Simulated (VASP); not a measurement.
# SrTi (Fm-3m) in VASP: a series of runs

Runs on SrTi. Level: PBE. Tasks: single point, relaxation of cell and atoms.

All numbers are computed with VASP 6.6.1; they aren't measurements. Logs are shortened: lines on timing, memory, paths and dates and some standing lists are left out, and cuts for length are marked.

### Step 1. The cell of the first run

It takes space group Fm-3m (No. 225, cubic). Conventional cell: a = 6.464 Å, b = 6.464 Å, c = 6.464 Å, α = 90.00°, β = 90.00°, γ = 90.00°. Within 4.3 Å of Sr (site symmetry m-3m) lie 6 Ti at 3.23 Å. Within 4.3 Å of Ti (site symmetry m-3m) lie 6 Sr at 3.23 Å.

### Step 2. Single point, PBE

Contents of INCAR:

```
SYSTEM = SrTi
ALGO = Normal
EDIFF = 1E-6
ENCUT = 520
GGA = PE
ISIF = 2
ISMEAR = 0
LASPH = .True.
LCHARG = .False.
LREAL = .False.
LWAVE = .False.
NBANDS = 18
NELM = 60
PREC = Accurate
SIGMA = 0.1
```

Contents of KPOINTS:

```
k-points
0
Gamma
  6 6 6
  0 0 0
```

Contents of POSCAR:

```
SrTi
1.0
    0.0000000000      3.2318192331      3.2318192331
    3.2318192331      0.0000000000      3.2318192331
    3.2318192331      3.2318192331      0.0000000000
Sr Ti
1 1
Direct
    0.0000000000      0.0000000000      0.0000000000
    0.5000000000      0.5000000000      0.5000000000
```

Potentials or basis: VASP PAW PBE potentials, release 64 (Sr_sv, Ti_sv).

Command:

```sh
> cat potpaw_PBE.64/Sr_sv/POTCAR potpaw_PBE.64/Ti_sv/POTCAR > POTCAR
> mpirun -np 1 vasp_std > vasp.out
```

OUTCAR:

```text
SYSTEM = SrTi
   EDIFF = 1E-6
   ENCUT = 520
   GGA = PE
   ISIF = 2
   ISMEAR = 0
   LASPH = .True.
   LREAL = .False.
   NELM = 60
   PREC = Accurate

 ion  position               nearest neighbor table
   1  0.000  0.000  0.000-   2 3.23   2 3.23   2 3.23   2 3.23   2 3.23   2 3.23
   2  0.500  0.500  0.500-   1 3.23   1 3.23   1 3.23   1 3.23   1 3.23   1 3.23

  LATTYP: Found a face centered cubic cell.
 ALAT       =     6.4636384662

  Lattice vectors:

 A1 = (   0.0000000000,   3.2318192331,   3.2318192331)
 A2 = (   3.2318192331,   0.0000000000,   3.2318192331)
 A3 = (   3.2318192331,   3.2318192331,   0.0000000000)

Analysis of symmetry for initial positions (statically):
=====================================================================
 Subroutine PRICEL returns:
 Original cell was already a primitive cell.

 Routine SETGRP: Setting up the symmetry group for a
 face centered cubic supercell.

 Subroutine GETGRP returns: Found 48 space group operations
 (whereof 48 operations were pure point group operations)
 out of a pool of 48 trial point group operations.

The static configuration has the point symmetry O_h .

Analysis of symmetry for dynamics (positions and initial velocities):
=====================================================================
 Subroutine PRICEL returns:
 Original cell was already a primitive cell.

 Routine SETGRP: Setting up the symmetry group for a
 face centered cubic supercell.

 Subroutine GETGRP returns: Found 48 space group operations
 (whereof 48 operations were pure point group operations)
 out of a pool of 48 trial point group operations.

The dynamic configuration has the point symmetry O_h .

 Subroutine INISYM returns: Found 48 space group operations
 (whereof 48 operations are pure point group operations),
 and found     1 'primitive' translations

----------------------------------------------------------------------------------------

                                     Primitive cell

  volume of cell :      67.5105

  direct lattice vectors                    reciprocal lattice vectors
     0.000000000  3.231819233  3.231819233    -0.154711623  0.154711623  0.154711623
     3.231819233  0.000000000  3.231819233     0.154711623 -0.154711623  0.154711623
     3.231819233  3.231819233  0.000000000     0.154711623  0.154711623 -0.154711623

  length of vectors
     4.570482591  4.570482591  4.570482591     0.267968392  0.267968392  0.267968392

  position of ions in fractional coordinates (direct lattice)
     0.000000000  0.000000000  0.000000000
     0.500000000  0.500000000  0.500000000

  ion indices of the primitive-cell ions
   primitive index   ion index
                 1           1
                 2           2

----------------------------------------------------------------------------------------

 KPOINTS: k-points

Automatic generation of k-mesh.
 Grid dimensions read from file:
 generate k-points for:    6    6    6

 Generating k-lattice:

  Cartesian coordinates                     Fractional coordinates (reciprocal lattice)
    -0.025785271  0.025785271  0.025785271     0.166666667  0.000000000  0.000000000
     0.025785271 -0.025785271  0.025785271     0.000000000  0.166666667  0.000000000
     0.025785271  0.025785271 -0.025785271     0.000000000  0.000000000  0.166666667

  Length of vectors
     0.044661399  0.044661399  0.044661399

  Shift w.r.t. Gamma in fractional coordinates (k-lattice)
     0.000000000  0.000000000  0.000000000

 Subroutine IBZKPT returns following result:
 ===========================================

 Found     16 irreducible k-points:

 Following reciprocal coordinates:
            Coordinates               Weight
  0.000000  0.000000  0.000000      1.000000
  0.166667  0.000000  0.000000      8.000000
  0.333333  0.000000  0.000000      8.000000
  0.500000  0.000000  0.000000      4.000000
  0.166667  0.166667  0.000000      6.000000
  0.333333  0.166667  0.000000     24.000000
[... 8 lines left out ...]
 -0.333333  0.333333  0.166667     24.000000
 -0.333333  0.500000  0.166667     12.000000
   k-points           NKPTS =     16   k-points in BZ     NKDIM =     16   number of bands    NBANDS=     18
   number of dos      NEDOS =    301   number of ions     NIONS =      2
   total plane-waves  NPLWV =  46656
   dimension x,y,z NGX =    36 NGY =   36 NGZ =   36
   dimension x,y,z NGXF=    72 NGYF=   72 NGZF=   72
   ions per type =               1   1
   NGX,Y,Z   is equivalent  to a cutoff of  13.09, 13.09, 13.09 a.u.
   NGXF,Y,Z  is equivalent  to a cutoff of  26.19, 26.19, 26.19 a.u.
 SYSTEM =  SrTi
   PREC   = accura    normal or accurate (medium, high low for compatibility)
   ISTART =      0    job   : 0-new  1-cont  2-samecut
   ICHARG =      2    charge: 1-file 2-atom 10-const
   ISPIN  =      1    spin polarized calculation?
   LNONCOLLINEAR =      F non collinear calculations
   LSORBIT =      F    spin-orbit coupling
   LASPH  =      T    aspherical Exc in radial PAW
   ENCUT  =  520.0 eV  38.22 Ry    6.18 a.u.   8.50  8.50  8.50*2*pi/ulx,y,z
   NELM   =     60;   NELMIN=  2; NELMDL= -5     # of ELM steps
   EDIFF  = 0.1E-05   stopping-criterion for ELM
   LREAL  =      F    real-space projection
   EDIFFG = 0.1E-04   stopping-criterion for IOM
   NSW    =      0    number of steps for IOM
   IBRION =     -1    ionic relax: 0-MD 1-quasi-New 2-CG
   NFREE  =      0    steps in history (QN), initial steepest desc. (CG)
   ISIF   =      2    stress and relaxation
   ISYM   =      2    0-nonsym 1-usesym 2-fastsym
   POTIM  = 0.5000    time-step for ionic-motion
   TEBEG  =    0.0;   TEEND  =   0.0 temperature during run
   PSTRESS=    0.0 pullay stress
   NELECT =      22.0000    total number of electrons
   NUPDOWN=      -1.0000    fix difference up-down
   EMIN   =  10.00;   EMAX   =-10.00  energy-range for DOS
   EFERMI =   0.00;   METHOD = LEGACY
   ISMEAR =     0;   SIGMA  =   0.10  broadening in eV -4-tet -1-fermi 0-gaus
   EFERMI_NEDOS =   21; number of points for ismear=-14 and -15
   IALGO  =     38    algorithm
   IMIX   =      4    mixing-type and parameters
     AMIX     =   0.40;   BMIX     =  1.00
     AMIX_MAG =   1.60;   BMIX_MAG =  1.00
  volume/ion in A,a.u.               =      33.76       227.79
  Fermi-wavevector in a.u.,A,eV,Ry     =   1.126571  2.128911 17.268008  1.269163
  Thomas-Fermi vector in A             =   2.263254
   LORBIT       =      0    0 simple, 1 ext, 2 COOP (PROOUT), +10 PAW based schemes
   GGA     = PE    functional components
   LHFCALC =     F    Hartree Fock is set to
   AEXX    =    0.0000 exact exchange contribution
   IVDW    =     0    specifies the selected vdW correction
   LEPSILON=     F    determine dielectric tensor
   LRPA    =     F    only Hartree local field effects (RPA)
 non-spin polarized calculation
 Gauss-broadening in eV      SIGMA  =   0.10
  energy-cutoff  :      520.00
  volume of cell :       67.51
 maximum number of plane-waves:      1853
 NGX is ok and might be reduce to    36
   NGX = 17   NGY = 17   NGZ = 17

 number of electron      22.0000002 magnetization

 Free energy of the ion-electron system (eV)
  ---------------------------------------------------
  ext. energy  EPLUGINS =         0.00000000
  ---------------------------------------------------
  free energy    TOTEN  =        -6.33313810 eV

  energy without entropy =       -6.29389675  energy(sigma->0) =       -6.31351743

 E-fermi :   3.0609     XC(G=0):  -8.7763

 val. band max:        3.0225050304   @ k =   0.1667   0.1667   0.0000
 cond. band min:       3.0628799644   @ k =  -0.1667   0.1667   0.0000
 fundamental gap:      0.0403749340
 Fermi energy:         3.0609025302

 k-point     1 :       0.0000    0.0000    0.0000
  band No.  band energies     occupation
      1     -54.3582      2.00000
      2     -32.0583      2.00000
      3     -30.6280      2.00000
      4     -30.6280      2.00000
      5     -30.6280      2.00000
      6     -14.0951      2.00000
[... 10 lines left out ...]
     17       7.4997      0.00000
     18       8.8967      0.00000

 k-point     2 :       0.1667    0.0000    0.0000
  band No.  band energies     occupation
      1     -54.3582      2.00000
      2     -32.0587      2.00000
      3     -30.6281      2.00000
      4     -30.6281      2.00000
      5     -30.6265      2.00000
      6     -14.1292      2.00000
[... 10 lines left out ...]
     17       7.0401      0.00000
     18       7.9966      0.00000

 k-point     3 :       0.3333    0.0000    0.0000
  band No.  band energies     occupation
      1     -54.3581      2.00000
      2     -32.0596      2.00000
      3     -30.6284      2.00000
      4     -30.6284      2.00000
      5     -30.6236      2.00000
      6     -14.1961      2.00000
[... 10 lines left out ...]
     17       5.7511      0.00000
     18       7.9639      0.00000

 k-point     4 :       0.5000    0.0000    0.0000
  band No.  band energies     occupation
      1     -54.3580      2.00000
      2     -32.0600      2.00000
      3     -30.6285      2.00000
      4     -30.6285      2.00000
      5     -30.6221      2.00000
      6     -14.2289      2.00000
[... 10 lines left out ...]
     17       5.0028      0.00000
     18       8.0478      0.00000

 k-point     5 :       0.1667    0.1667    0.0000
  band No.  band energies     occupation
      1     -54.3582      2.00000
      2     -32.0582      2.00000
      3     -30.6285      2.00000
      4     -30.6285      2.00000
      5     -30.6264      2.00000
      6     -14.1334      2.00000
[... 10 lines left out ...]
     17       6.8965      0.00000
     18       7.1077      0.00000

 k-point     6 :       0.3333    0.1667    0.0000
  band No.  band energies     occupation
      1     -54.3581      2.00000
      2     -32.0577      2.00000
      3     -30.6288      2.00000
      4     -30.6287      2.00000
      5     -30.6255      2.00000
      6     -14.1783      2.00000
[... 10 lines left out ...]
     17       6.2023      0.00000
     18       7.4117      0.00000

 k-point     7 :       0.5000    0.1667    0.0000
  band No.  band energies     occupation
      1     -54.3580      2.00000
      2     -32.0576      2.00000
      3     -30.6292      2.00000
      4     -30.6288      2.00000
      5     -30.6242      2.00000
      6     -14.2130      2.00000
[... 10 lines left out ...]
     17       5.3636      0.00000
     18       7.8432      0.00000

 k-point     8 :      -0.3333    0.1667    0.0000
  band No.  band energies     occupation
      1     -54.3581      2.00000
      2     -32.0581      2.00000
      3     -30.6295      2.00000
      4     -30.6285      2.00000
      5     -30.6238      2.00000
      6     -14.2048      2.00000
[... 10 lines left out ...]
     17       5.3714      0.00000
     18       7.7630      0.00000

 k-point     9 :      -0.1667    0.1667    0.0000
  band No.  band energies     occupation
      1     -54.3581      2.00000
      2     -32.0587      2.00000
      3     -30.6289      2.00000
      4     -30.6281      2.00000
      5     -30.6250      2.00000
      6     -14.1642      2.00000
[... 10 lines left out ...]
     17       6.2953      0.00000
     18       7.5215      0.00000

 k-point    10 :       0.3333    0.3333    0.0000
  band No.  band energies     occupation
      1     -54.3581      2.00000
      2     -32.0542      2.00000
      3     -30.6294      2.00000
      4     -30.6294      2.00000
      5     -30.6285      2.00000
      6     -14.1889      2.00000
[... 10 lines left out ...]
     17       6.4215      0.00000
     18       6.8169      0.00000

 k-point    11 :       0.5000    0.3333    0.0000
  band No.  band energies     occupation
      1     -54.3580      2.00000
      2     -32.0527      2.00000
      3     -30.6310      2.00000
      4     -30.6295      2.00000
      5     -30.6282      2.00000
      6     -14.1980      2.00000
[... 10 lines left out ...]
     17       6.1232      0.00000
     18       7.3212      0.00000

 k-point    12 :      -0.3333    0.3333    0.0000
  band No.  band energies     occupation
      1     -54.3580      2.00000
      2     -32.0547      2.00000
      3     -30.6310      2.00000
      4     -30.6290      2.00000
      5     -30.6259      2.00000
      6     -14.1854      2.00000
[... 10 lines left out ...]
     17       5.5573      0.00000
     18       7.6355      0.00000

 k-point    13 :       0.5000    0.5000    0.0000
  band No.  band energies     occupation
      1     -54.3580      2.00000
      2     -32.0503      2.00000
      3     -30.6322      2.00000
      4     -30.6298      2.00000
      5     -30.6298      2.00000
      6     -14.2063      2.00000
[... 10 lines left out ...]
     17       6.6293      0.00000
     18       6.7469      0.00000

 k-point    14 :       0.5000    0.3333    0.1667
  band No.  band energies     occupation
      1     -54.3580      2.00000
      2     -32.0557      2.00000
      3     -30.6299      2.00000
      4     -30.6292      2.00000
      5     -30.6258      2.00000
      6     -14.1935      2.00000
[... 10 lines left out ...]
     17       5.6796      0.00000
     18       7.5421      0.00000

 k-point    15 :      -0.3333    0.3333    0.1667
  band No.  band energies     occupation
      1     -54.3580      2.00000
      2     -32.0547      2.00000
      3     -30.6304      2.00000
      4     -30.6299      2.00000
      5     -30.6256      2.00000
      6     -14.1937      2.00000
[... 10 lines left out ...]
     17       5.2655      0.00000
     18       7.8296      0.00000

 k-point    16 :      -0.3333    0.5000    0.1667
  band No.  band energies     occupation
      1     -54.3580      2.00000
      2     -32.0522      2.00000
      3     -30.6316      2.00000
      4     -30.6304      2.00000
      5     -30.6271      2.00000
      6     -14.1899      2.00000
[... 10 lines left out ...]
     17       5.4515      0.00000
     18       7.8478      0.00000

------------------------ aborting loop because EDIFF is reached ----------------------------------------

  FORCE on cell =-STRESS in cart. coord.  units (eV):
  Direction    XX          YY          ZZ          XY          YZ          ZX
  --------------------------------------------------------------------------------------
  -------------------------------------------------------------------------------------
  Total        0.0647696      0.0647696      0.0647696     -0.0000000      0.0000000      0.0000000
  in kB        1.5371310      1.5371310      1.5371310     -0.0000000      0.0000000      0.0000000
  external PRESSURE =       1.5371310 kB  Pullay stress =       0.0000000 kB

 VOLUME and BASIS-vectors are now :
 -----------------------------------------------------------------------------
  energy-cutoff  :      520.00
  volume of cell :       67.51
      direct lattice vectors                 reciprocal lattice vectors
     0.000000000  3.231819233  3.231819233    -0.154711623  0.154711623  0.154711623
     3.231819233  0.000000000  3.231819233     0.154711623 -0.154711623  0.154711623
     3.231819233  3.231819233  0.000000000     0.154711623  0.154711623 -0.154711623

 POSITION                                       TOTAL-FORCE (eV/Angst)
 -----------------------------------------------------------------------------------
      0.00000      0.00000      0.00000        -0.000000     -0.000000     -0.000000
      3.23182      3.23182      3.23182         0.000000      0.000000      0.000000
 -----------------------------------------------------------------------------------
    total drift:                                0.000000      0.000000      0.000000

  FREE ENERGIE OF THE ION-ELECTRON SYSTEM (eV)
  ---------------------------------------------------
  free  energy   TOTEN  =        -6.3331380999 eV

  energy  without entropy=       -6.2938967530  energy(sigma->0) =       -6.31351743
```

It took 11 s on 1 thread of Intel Xeon 6975P-C (Granite Rapids), shared host; peak memory 0.2 GiB.

Results:

| Property | Result |
| --- | --- |
| Free energy | -6.3331 eV |
| Pressure | 0.2 GPa |
| Band gap on the k mesh | zero (bands 11 and 12 overlap by 0.62 eV) |

Levels at points of the mesh, in eV from the Fermi level:
```
           k point  band 7  band 8  band 9  band 10  band 11  band 12  band 13  band 14  band 15  band 16
(0.00, 0.00, 0.00)  -17.16  -17.16   -4.11    -0.34    -0.34    -0.34    -0.34    -0.34     4.44     4.44
(0.50, 0.00, 0.00)  -17.18  -17.18   -1.34    -1.32     0.29     0.29     0.72     0.72     0.97     1.94
(0.50, 0.50, 0.00)  -17.20  -17.20   -1.46    -1.24     0.04     0.08     0.24     0.82     0.82     3.57
```

### Step 3. Relaxation of cell and atoms, PBE

This run uses another cell than the first one, of 23.92 Å³/atom.

Contents of INCAR:

```
PREC = Accurate
ENCUT = 600
EDIFF = 1E-7
ISMEAR = 0
SIGMA = 0.1
LREAL = False
LASPH = True
NELM = 60
ALGO = Normal
ISIF = 3
LWAVE = False
LCHARG = False
GGA = PE
IBRION = 2
NSW = 90
EDIFFG = -0.04
```

Contents of KPOINTS:

```
regular mesh
0
Gamma
  6 6 6
```

Contents of POSCAR:

```
SrTi
1.0
    0.0000000000      2.8814527439      2.8814527439
    2.8814527439      0.0000000000      2.8814527439
    2.8814527439      2.8814527439      0.0000000000
Sr Ti
1 1
Direct
    0.0000000000      0.0000000000      0.0000000000
    0.5000000000      0.5000000000      0.5000000000
```

Potentials or basis: VASP PAW PBE potentials, release 64 (Sr_sv, Ti_sv).

Command:

```sh
> cat potpaw_PBE.64/Sr_sv/POTCAR potpaw_PBE.64/Ti_sv/POTCAR > POTCAR
> mpirun -np 1 vasp_std > vasp.out
```

Wall time 49 s (1 thread of Intel Xeon 6975P-C (Granite Rapids), shared host); peak memory 0.22 GiB.

It converged, with:

```
Free energy                           : -6.3292 eV
Relaxed volume                        : 34.17 Å³/atom
Relaxed cell                          : a = 4.589 Å, b = 4.589 Å, c = 4.589 Å, α = 60.00°, β = 60.00°, γ = 60.00°
Space group after relaxing (to 0.1 Å) : Fm-3m (No. 225)
Energy gained by relaxing             : 298.1 meV/atom
Ionic steps                           : 4
Pressure after relaxing               : -0.1 GPa
Band gap on the k mesh                : zero (bands 11 and 12 overlap by 0.61 eV)
```

The path:
| step | energy change (eV) | largest force (eV/Å) | pressure (GPa) | volume (Å³) |
| --- | --- | --- | --- | --- |
| 1 | 0.0000 | 0.0000 | 12.00 | 47.85 |
| 2 | -0.5506 | 0.0000 | 2.41 | 61.36 |
| 3 | -0.5831 | 0.0000 | -1.00 | 71.89 |
| 4 | -0.5962 | 0.0000 | -0.12 | 68.34 |

Final structure:
```
CELL_PARAMETERS angstrom
0.00000 3.24494 3.24494
3.24494 0.00000 3.24494
3.24494 3.24494 0.00000
ATOMIC_POSITIONS crystal
Sr 0.00000 0.00000 0.00000
Ti 0.50000 0.50000 0.50000
```

Levels at points of the mesh, in eV from the Fermi level:
```tsv
k point	band 7	band 8	band 9	band 10	band 11	band 12	band 13	band 14	band 15
(0.00, 0.00, 0.00)	-17.18	-17.18	-4.10	-0.34	-0.34	-0.33	-0.33	-0.33	4.40
(0.50, 0.00, 0.00)	-17.21	-17.21	-1.35	-1.31	0.28	0.28	0.71	0.71	0.95
(0.50, 0.50, 0.00)	-17.22	-17.22	-1.46	-1.21	0.05	0.07	0.23	0.81	0.81
```

Caveat: the volume moved by over 15 % at a fixed basis, so the end points are rough.
